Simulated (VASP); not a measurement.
# W (Im-3m) in VASP: notebook

The runs below take W through single point, with PBE.

Program: VASP 6.6.1. These are calculated values, not measurements. Logs are shortened: lines on timing, memory, paths and dates and some standing lists are left out, and cuts for length are marked.

### 1 The cell of the first run

The structure is cubic, space group Im-3m (No. 229). Conventional cell: a = 3.165 Å, b = 3.165 Å, c = 3.165 Å, α = 90.00°, β = 90.00°, γ = 90.00°. W (site symmetry m-3m) has 14 W at 2.74 to 3.16 Å within 3.6 Å.

### 2 Single point, PBE

The input, INCAR:

```
PREC = Accurate
ENCUT = 520
EDIFF = 1E-6
ISMEAR = 0
SIGMA = 0.024
LREAL = False
LASPH = True
NELM = 100
ALGO = Normal
ISIF = 2
LWAVE = False
LCHARG = True
GGA = PE
LELF = True
LVHAR = True
NBANDS = 13
```

The input, KPOINTS:

```
regular mesh
0
Gamma
  12 12 12
```

The input, POSCAR:

```
W
1.0
   -1.5823450000      1.5823450000      1.5823450000
    1.5823450000     -1.5823450000      1.5823450000
    1.5823450000      1.5823450000     -1.5823450000
W
1
Direct
    0.0000000000      0.0000000000      0.0000000000
```

Potentials or basis: VASP PAW PBE potentials, release 64 (W_sv).

Started as:

```
cat potpaw_PBE.64/W_sv/POTCAR > POTCAR
mpirun -np 1 vasp_std > vasp.out
```

OUTCAR:

```text
PREC = Accurate
   ENCUT = 520
   EDIFF = 1E-6
   ISMEAR = 0
   LREAL = False
   LASPH = True
   NELM = 100
   ISIF = 2
   GGA = PE

 ion  position               nearest neighbor table
   1  0.000  0.000  0.000-

  LATTYP: Found a body centered cubic cell.
 ALAT       =     3.1646900000

  Lattice vectors:

 A1 = (  -1.5823450000,   1.5823450000,   1.5823450000)
 A2 = (   1.5823450000,  -1.5823450000,   1.5823450000)
 A3 = (   1.5823450000,   1.5823450000,  -1.5823450000)

Analysis of symmetry for initial positions (statically):
=====================================================================
 Subroutine PRICEL returns:
 Original cell was already a primitive cell.

 Routine SETGRP: Setting up the symmetry group for a
 body centered cubic supercell.

 Subroutine GETGRP returns: Found 48 space group operations
 (whereof 48 operations were pure point group operations)
 out of a pool of 48 trial point group operations.

The static configuration has the point symmetry O_h .

Analysis of symmetry for dynamics (positions and initial velocities):
=====================================================================
 Subroutine PRICEL returns:
 Original cell was already a primitive cell.

 Routine SETGRP: Setting up the symmetry group for a
 body centered cubic supercell.

 Subroutine GETGRP returns: Found 48 space group operations
 (whereof 48 operations were pure point group operations)
 out of a pool of 48 trial point group operations.

The dynamic configuration has the point symmetry O_h .

 Subroutine INISYM returns: Found 48 space group operations
 (whereof 48 operations are pure point group operations),
 and found     1 'primitive' translations

----------------------------------------------------------------------------------------

                                     Primitive cell

  volume of cell :      15.8476

  direct lattice vectors                    reciprocal lattice vectors
    -1.582345000  1.582345000  1.582345000     0.000000000  0.315986716  0.315986716
     1.582345000 -1.582345000  1.582345000     0.315986716  0.000000000  0.315986716
     1.582345000  1.582345000 -1.582345000     0.315986716  0.315986716  0.000000000

  length of vectors
     2.740701935  2.740701935  2.740701935     0.446872699  0.446872699  0.446872699

  position of ions in fractional coordinates (direct lattice)
     0.000000000  0.000000000  0.000000000

  ion indices of the primitive-cell ions
   primitive index   ion index
                 1           1

----------------------------------------------------------------------------------------

 KPOINTS: regular mesh

Automatic generation of k-mesh.
 Grid dimensions read from file:
 generate k-points for:   12   12   12

 Generating k-lattice:

  Cartesian coordinates                     Fractional coordinates (reciprocal lattice)
     0.000000000  0.026332226  0.026332226     0.083333333  0.000000000  0.000000000
     0.026332226  0.000000000  0.026332226     0.000000000  0.083333333  0.000000000
     0.026332226  0.026332226  0.000000000     0.000000000  0.000000000  0.083333333

  Length of vectors
     0.037239392  0.037239392  0.037239392

  Shift w.r.t. Gamma in fractional coordinates (k-lattice)
     0.000000000  0.000000000  0.000000000

 Subroutine IBZKPT returns following result:
 ===========================================

 Found     72 irreducible k-points:

 Following reciprocal coordinates:
            Coordinates               Weight
  0.000000  0.000000  0.000000      1.000000
  0.083333  0.000000  0.000000     12.000000
  0.166667  0.000000  0.000000     12.000000
  0.250000  0.000000  0.000000     12.000000
  0.333333  0.000000  0.000000     12.000000
  0.416667  0.000000  0.000000     12.000000
[... 16 lines left out ...]
  0.333333  0.083333  0.083333     24.000000
  0.416667  0.083333  0.083333     12.000000
 [... further k-points ...]
   k-points           NKPTS =     72   k-points in BZ     NKDIM =     72   number of bands    NBANDS=     13
   number of dos      NEDOS =    301   number of ions     NIONS =      1
   total plane-waves  NPLWV =   8000
   dimension x,y,z NGX =    20 NGY =   20 NGZ =   20
   dimension x,y,z NGXF=    40 NGYF=   40 NGZF=   40
   ions per type =               1
   NGX,Y,Z   is equivalent  to a cutoff of  12.13, 12.13, 12.13 a.u.
   NGXF,Y,Z  is equivalent  to a cutoff of  24.26, 24.26, 24.26 a.u.
 SYSTEM =  unknown system
   PREC   = accura    normal or accurate (medium, high low for compatibility)
   ISTART =      0    job   : 0-new  1-cont  2-samecut
   ICHARG =      2    charge: 1-file 2-atom 10-const
   ISPIN  =      1    spin polarized calculation?
   LNONCOLLINEAR =      F non collinear calculations
   LSORBIT =      F    spin-orbit coupling
   LASPH  =      T    aspherical Exc in radial PAW
   ENCUT  =  520.0 eV  38.22 Ry    6.18 a.u.   5.10  5.10  5.10*2*pi/ulx,y,z
   NELM   =    100;   NELMIN=  2; NELMDL= -5     # of ELM steps
   EDIFF  = 0.1E-05   stopping-criterion for ELM
   LREAL  =      F    real-space projection
   EDIFFG = 0.1E-04   stopping-criterion for IOM
   NSW    =      0    number of steps for IOM
   IBRION =     -1    ionic relax: 0-MD 1-quasi-New 2-CG
   NFREE  =      0    steps in history (QN), initial steepest desc. (CG)
   ISIF   =      2    stress and relaxation
   ISYM   =      2    0-nonsym 1-usesym 2-fastsym
   POTIM  = 0.5000    time-step for ionic-motion
   TEBEG  =    0.0;   TEEND  =   0.0 temperature during run
   PSTRESS=    0.0 pullay stress
   NELECT =      14.0000    total number of electrons
   NUPDOWN=      -1.0000    fix difference up-down
   EMIN   =  10.00;   EMAX   =-10.00  energy-range for DOS
   EFERMI =   0.00;   METHOD = LEGACY
   ISMEAR =     0;   SIGMA  =   0.02  broadening in eV -4-tet -1-fermi 0-gaus
   EFERMI_NEDOS =   21; number of points for ismear=-14 and -15
   IALGO  =     38    algorithm
   IMIX   =      4    mixing-type and parameters
     AMIX     =   0.40;   BMIX     =  1.00
     AMIX_MAG =   1.60;   BMIX_MAG =  1.00
  volume/ion in A,a.u.               =      15.85       106.94
  Fermi-wavevector in a.u.,A,eV,Ry     =   1.570832  2.968442 33.572544  2.467512
  Thomas-Fermi vector in A             =   2.672506
   LORBIT       =      0    0 simple, 1 ext, 2 COOP (PROOUT), +10 PAW based schemes
   GGA     = PE    functional components
   LHFCALC =     F    Hartree Fock is set to
   AEXX    =    0.0000 exact exchange contribution
   IVDW    =     0    specifies the selected vdW correction
   LEPSILON=     F    determine dielectric tensor
   LRPA    =     F    only Hartree local field effects (RPA)
 non-spin polarized calculation
 Gauss-broadening in eV      SIGMA  =   0.02
  energy-cutoff  :      520.00
  volume of cell :       15.85
 maximum number of plane-waves:       438
   NGX = 11   NGY = 11   NGZ = 11

 number of electron      14.0000004 magnetization

 Free energy of the ion-electron system (eV)
  ---------------------------------------------------
  ext. energy  EPLUGINS =         0.00000000
  ---------------------------------------------------
  free energy    TOTEN  =       -12.94784372 eV

  energy without entropy =      -12.94747016  energy(sigma->0) =      -12.94765694

 E-fermi :  11.3315     XC(G=0): -13.6445

 val. band max:       11.3190155924   @ k =  -0.2500   0.3333   0.1667
 cond. band min:      11.3682288852   @ k =  -0.1667   0.1667   0.0833
 fundamental gap:      0.0492132928
 Fermi energy:        11.3314989964

 k-point     1 :       0.0000    0.0000    0.0000
  band No.  band energies     occupation
      1     -62.7509      2.00000
      2     -26.3109      2.00000
      3     -26.3109      2.00000
      4     -26.3109      2.00000
      5       1.8093      2.00000
      6      10.2115      2.00000
      7      10.2115      2.00000
      8      10.2115      2.00000
      9      13.7037      0.00000
     10      13.7037      0.00000
     11      25.9663      0.00000
     12      25.9663      0.00000
     13      25.9663      0.00000

 k-point     2 :       0.0833    0.0000    0.0000
  band No.  band energies     occupation
      1     -62.7419      2.00000
      2     -26.4040      2.00000
      3     -26.3399      2.00000
      4     -26.3113      2.00000
      5       2.1429      2.00000
      6      10.0104      2.00000
      7      10.1590      2.00000
      8      10.5354      2.00000
      9      13.4015      0.00000
     10      13.7069      0.00000
     11      26.2430      0.00000
     12      26.5344      0.00000
     13      26.7621      0.00000

 k-point     3 :       0.1667    0.0000    0.0000
  band No.  band energies     occupation
      1     -62.7175      2.00000
      2     -26.6529      2.00000
      3     -26.4186      2.00000
      4     -26.3126      2.00000
      5       3.0547      2.00000
      6       9.5052      2.00000
      7       9.9040      2.00000
      8      11.4828      0.00000
      9      13.0040      0.00000
     10      13.7496      0.00000
     11      26.7082      0.00000
     12      28.1316      0.00000
     13      28.3040      0.00000

 k-point     4 :       0.2500    0.0000    0.0000
  band No.  band energies     occupation
      1     -62.6840      2.00000
      2     -26.9806      2.00000
      3     -26.5244      2.00000
      4     -26.3144      2.00000
      5       4.2255      2.00000
      6       8.8966      2.00000
      7       9.5870      2.00000
      8      12.9753      0.00000
      9      13.0768      0.00000
     10      13.8926      0.00000
     11      26.2077      0.00000
     12      27.9838      0.00000
     13      30.5254      0.00000

 k-point     5 :       0.3333    0.0000    0.0000
  band No.  band energies     occupation
      1     -62.6504      2.00000
      2     -27.2954      2.00000
      3     -26.6282      2.00000
      4     -26.3163      2.00000
      5       5.0291      2.00000
      6       8.3580      2.00000
      7       9.9691      2.00000
      8      13.4472      0.00000
      9      14.1516      0.00000
     10      14.8449      0.00000
     11      24.7309      0.00000
     12      25.6663      0.00000
     13      32.5880      0.00000

 k-point     6 :       0.4167    0.0000    0.0000
  band No.  band energies     occupation
      1     -62.6256      2.00000
      2     -27.5184      2.00000
      3     -26.7030      2.00000
      4     -26.3177      2.00000
      5       5.1906      2.00000
      6       7.9982      2.00000
      7      11.2341      2.00000
      8      13.6864      0.00000
      9      14.4408      0.00000
     10      16.6969      0.00000
     11      23.4362      0.00000
     12      23.4618      0.00000
     13      29.5746      0.00000

 k-point     7 :       0.5000    0.0000    0.0000
  band No.  band energies     occupation
      1     -62.6166      2.00000
      2     -27.5986      2.00000
      3     -26.7302      2.00000
      4     -26.3182      2.00000
      5       5.1671      2.00000
      6       7.8725      2.00000
      7      12.1254      0.00000
      8      13.5968      0.00000
      9      14.5757      0.00000
     10      17.5908      0.00000
     11      22.5286      0.00000
     12      22.9365      0.00000
     13      28.2811      0.00000
[... 193 lines left out ...]
 k-point    20 :       0.0833    0.0833    0.0833
  band No.  band energies     occupation
      1     -62.7036      2.00000
      2     -26.8137      2.00000
      3     -26.3780      2.00000
      4     -26.3780      2.00000
      5       3.6195      2.00000
      6       9.2760      2.00000
      7       9.2760      2.00000
      8      12.5087      0.00000
      9      13.4360      0.00000
     10      13.4360      0.00000
     11      27.1955      0.00000
     12      28.3250      0.00000
     13      28.3250      0.00000

 k-point    21 :       0.1667    0.0833    0.0833
  band No.  band energies     occupation
      1     -62.6740      2.00000
      2     -27.0743      2.00000
      3     -26.4958      2.00000
      4     -26.3868      2.00000
      5       4.7972      2.00000
      6       8.6854      2.00000
      7       8.8844      2.00000
      8      13.3642      0.00000
      9      13.8617      0.00000
     10      14.2339      0.00000
     11      26.9956      0.00000
     12      27.8202      0.00000
     13      28.9193      0.00000

 k-point    22 :       0.2500    0.0833    0.0833
  band No.  band energies     occupation
      1     -62.6442      2.00000
      2     -27.3036      2.00000
      3     -26.6367      2.00000
      4     -26.3957      2.00000
      5       5.6979      2.00000
      6       8.2212      2.00000
      7       9.1506      2.00000
      8      13.5947      0.00000
      9      14.2218      0.00000
     10      16.2209      0.00000
     11      25.1805      0.00000
     12      25.3941      0.00000
     13      29.1770      0.00000

 k-point    23 :       0.3333    0.0833    0.0833
  band No.  band energies     occupation
      1     -62.6223      2.00000
      2     -27.4591      2.00000
      3     -26.7474      2.00000
      4     -26.4022      2.00000
      5       5.8667      2.00000
      6       7.9305      2.00000
      7      10.3638      2.00000
      8      13.8228      0.00000
      9      14.5021      0.00000
     10      18.0471      0.00000
     11      22.5191      0.00000
     12      24.1302      0.00000
     13      28.0141      0.00000

 k-point    24 :       0.4167    0.0833    0.0833
  band No.  band energies     occupation
      1     -62.6143      2.00000
      2     -27.5139      2.00000
      3     -26.7889      2.00000
      4     -26.4046      2.00000
      5       5.8322      2.00000
      6       7.8318      2.00000
      7      11.1705      2.00000
      8      13.8447      0.00000
      9      14.6164      0.00000
     10      18.8683      0.00000
     11      21.3779      0.00000
     12      23.6598      0.00000
     13      27.4852      0.00000

 [... further k-points ...]
[... 5 lines left out ...]
  --------------------------------------------------------------------------------------
  -------------------------------------------------------------------------------------
  Total        0.6584745      0.6584745      0.6584745      0.0000000      0.0000000     -0.0000000
  in kB       66.5711459     66.5711459     66.5711459      0.0000000      0.0000000     -0.0000000
  external PRESSURE =      66.5711459 kB  Pullay stress =       0.0000000 kB

 VOLUME and BASIS-vectors are now :
 -----------------------------------------------------------------------------
  energy-cutoff  :      520.00
  volume of cell :       15.85
      direct lattice vectors                 reciprocal lattice vectors
    -1.582345000  1.582345000  1.582345000     0.000000000  0.315986716  0.315986716
     1.582345000 -1.582345000  1.582345000     0.315986716  0.000000000  0.315986716
     1.582345000  1.582345000 -1.582345000     0.315986716  0.315986716  0.000000000

 POSITION                                       TOTAL-FORCE (eV/Angst)
 -----------------------------------------------------------------------------------
      0.00000      0.00000      0.00000         0.000000     -0.000000     -0.000000
 -----------------------------------------------------------------------------------
    total drift:                                0.000000     -0.000000      0.000000

  FREE ENERGIE OF THE ION-ELECTRON SYSTEM (eV)
  ---------------------------------------------------
  free  energy   TOTEN  =       -12.9478437190 eV

  energy  without entropy=      -12.9474701650  energy(sigma->0) =      -12.94765694
```

Run time: 11 s. Hardware: 1 thread of AMD EPYC 7R43 (Zen 3), shared host; peak memory 0.1 GiB.

Results:

```
Free energy            : -12.9478 eV
Pressure               : 6.7 GPa
Band gap on the k mesh : zero (band 7 reaches 16.61 eV, above the bottom of band 8 at 10.21 eV)
```

Caveat: spin-orbit coupling is left out, which moves the levels of the heavy elements.

### 3 Single point, PBE

The input, INCAR:

```
SYSTEM = W
ALGO = Fast
EDIFF = 1E-6
ENCUT = 520
GGA = PE
ISIF = 2
ISMEAR = 0
LASPH = .TRUE.
LCHARG = .TRUE.
LELF = .TRUE.
LREAL = .FALSE.
LVHAR = .TRUE.
LWAVE = .FALSE.
NBANDS = 13
NELM = 100
PREC = Accurate
SIGMA = 0.027000000000000003
```

The input, KPOINTS:

```
k-points
0
G
  12 12 12
  0 0 0
```

POSCAR is that of step 2.

Potentials or basis: VASP PAW PBE potentials, release 64 (W_sv).

Started as:

```
cat potpaw_PBE.64/W_sv/POTCAR > POTCAR
mpirun -np 1 vasp_std > vasp.out
```

Run time: 12 s. Hardware: 1 thread of AMD EPYC 7R43 (Zen 3), shared host; peak memory 0.1 GiB.

Results (log left out):

```yaml
Free_energy: -12.9479 eV
Pressure: 6.6 GPa
Band_gap_on_the_k_mesh: zero (band 7 reaches 16.61 eV, above the bottom of band 8 at 10.21 eV)
```

Levels at points of the mesh, in eV from the Fermi level:
| k point | band 5 | band 6 | band 7 | band 8 | band 9 | band 10 |
| --- | --- | --- | --- | --- | --- | --- |
| (0.00, 0.00, 0.00) | -9.52 | -1.12 | -1.12 | -1.12 | 2.37 | 2.37 |
| (0.50, 0.00, 0.00) | -6.17 | -3.46 | 0.79 | 2.26 | 3.24 | 6.26 |
| (0.50, 0.50, 0.50) | -5.72 | -5.72 | 5.27 | 5.27 | 5.27 | 8.36 |

Caveat: spin-orbit coupling is left out, which moves the levels of the heavy elements.
